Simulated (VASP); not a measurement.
Input of a VASP 6.6.1 run:

File INCAR:

```
ALGO = Fast
EDIFF = 1E-6
ENCUT = 520
GGA = PE
ISIF = 2
ISMEAR = 1
LASPH = T
LCHARG = T
LELF = T
LREAL = F
LVHAR = T
LWAVE = F
NBANDS = 21
NELM = 100
PREC = Accurate
SIGMA = 0.05
```

Contents of KPOINTS:

```
k-points
0
Gamma
  8 8 8
```

File POSCAR:

```
Cd2Si
1.0
    0.0000000000      2.3613173000      7.0944219000
    1.7407272100      0.0000000000      7.0944219000
    1.7407272100      2.3613173000      0.0000000000
Cd Si
2 1
Direct
    0.3386310000      0.3386310000      0.6613690000
    0.6613690000      0.6613690000      0.3386310000
    0.0000000000      0.0000000000      0.0000000000
```

Potentials or basis: VASP PAW PBE potentials, release 64 (Cd, Si).

Launch:

```console
$ cat potpaw_PBE.64/Cd/POTCAR potpaw_PBE.64/Si/POTCAR > POTCAR
$ mpirun -np 1 vasp_std > vasp.out
```

(1) What does it give for the band gap on the k mesh?

(2) Estimate the largest force.

(3) Predict the pressure.

## Answers

(1) zero (band 14 reaches 7.58 eV, above the bottom of band 15 at 3.60 eV).

(2) 0.048 eV/Å.

(3) 5.3 GPa.
